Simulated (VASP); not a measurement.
Write the native input for VASP 6.6.1 that does the following.

| Property | Result |
| --- | --- |
| Task | relaxation of cell and atoms |
| Functional | PBE |
| Potentials or basis | VASP PAW PBE potentials, release 64 (Ta_pv, As, N) |
| Cutoff | 600 eV |
| k mesh | 15 × 15 × 6 |
| Occupations | fermi-dirac, width 0.15 eV |
| Spin | no spin polarisation |
| Dipole correction | no |
| Further INCAR settings | ALGO = Normal; EDIFF = 1e-06; IBRION = 2; EDIFFG = -0.001; NSW = 80; ISIF = 3 |

The structure of Ta2AsN lies in POSCAR:

```
Ta2AsN
1.0
    3.0991788376      0.0000000000      0.0000000000
   -1.5495894188      2.6839676042      0.0000000000
    0.0000000000      0.0000000000      6.7042963020
Ta As N
2 1 1
Direct
    0.6666666667      0.3333333333      0.7128424518
    0.6666666667      0.3333333333      0.2871575482
    0.0000000000      0.0000000000      0.0000000000
    0.3333333333      0.6666666667      0.5000000000
```

The input as run:

INCAR

```
SYSTEM = Ta2AsN
PREC = Accurate ; ENCUT = 600
EDIFF = 1E-6 ; ISMEAR = -1
SIGMA = 0.15 ; LREAL = .FALSE.
LASPH = .TRUE. ; NELM = 100
ALGO = Normal ; ISIF = 3
LWAVE = .FALSE. ; LCHARG = .FALSE.
GGA = PE ; IBRION = 2
NSW = 80 ; EDIFFG = -0.001
```

KPOINTS

```
Automatic mesh
0
G
  15 15 6
  0 0 0
```

Potentials or basis: VASP PAW PBE potentials, release 64 (Ta_pv, As, N).

Command:

```sh
$ cat potpaw_PBE.64/Ta_pv/POTCAR potpaw_PBE.64/As/POTCAR potpaw_PBE.64/N/POTCAR > POTCAR
$ mpirun -np 1 vasp_std > vasp.out
```

Results of the run:

The relaxed volume is 13.98 Å³/atom, the relaxed cell is a = 3.101 Å, b = 3.101 Å, c = 6.715 Å, α = 90.00°, β = 90.00°, γ = 120.00° and the space group after relaxing (to 0.05 Å) is P-6m2 (No. 187). The energy gained by relaxing is 0.2 meV/atom and the ionic steps are 21. The pressure after relaxing is 0.0 GPa. The band gap on the k mesh is zero (band 16 reaches 8.16 eV, above the bottom of band 17 at 6.97 eV).

Caveat: spin-orbit coupling is left out, which moves the levels of the heavy elements.

It took 14 min on 1 thread of Intel Xeon 6975P-C (shared host), peak memory 0.32 GiB.
